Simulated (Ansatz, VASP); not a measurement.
## Ti in VASP and in Ansatz

File INCAR:

```
ALGO = Fast ; EDIFF = 1E-7
ENCUT = 520 ; GGA = PE
ISIF = 2 ; ISMEAR = 0
LASPH = T ; LCHARG = T
LELF = T ; LREAL = F
LVHAR = T ; LWAVE = F
NBANDS = 19 ; NELM = 100
PREC = Accurate ; SIGMA = 0.1
```

KPOINTS

```
k-points
0
Gamma
  18 18 12
```

The input POSCAR:

```
Ti
1.0
    2.0560175227      2.0560175227      0.0000000000
   -2.0560175227      2.0560175227      0.0000000000
    0.0000000000      0.0000000000      4.1120350454
Ti
2
Direct
    0.0000000000      0.0000000000      0.0000000000
    0.5000000000      0.5000000000      0.5000000000
```

Input for Ansatz:

```yaml
crystal:
  lattice:
    - [2.056017523, 2.056017523, 0.0]
    - [-2.056017523, 2.056017523, 0.0]
    - [0.0, 0.0, 4.1120350459]
  atoms:
    - { symbol: Ti, position: [0.0, 0.0, 0.0] }
    - { symbol: Ti, position: [0.5, 0.5, 0.5] }
basis:
  ecutwfc: 420
kpoints:
  mp_grid: { grid: [18, 18, 12] }
hamiltonian:
  xc: pbe
scf:
  occupations: { method: gaussian, width: 0.1 }
output:
  forces: true
  stress: true
  eigenvalues: true
```

Alike in both runs: task single point; functional PBE; k mesh 18 × 18 × 12; occupations gaussian, width 0.1 eV; no spin polarisation.

|  | VASP | Ansatz |
| --- | --- | --- |
| version | VASP 6.6.1 | Ansatz 0.2.0 |
| potentials or method | VASP PAW PBE potentials, release 64 (Ti_sv), cutoff 520 eV | scalar-relativistic, plane waves, PAW |
| valence electrons in the cell | 24 | 24 |

|  | VASP | Ansatz | Ansatz less VASP |
| --- | --- | --- | --- |
| gap on the k mesh at the Fermi level (eV) | none | none | - |
| pressure (GPa) | -0.3 | 0.0 | +0.28 |

A gap of «none» marks a metal or a gap that the smearing closes. With one functional, cell and mesh, what is left measures potentials, basis and numerics.
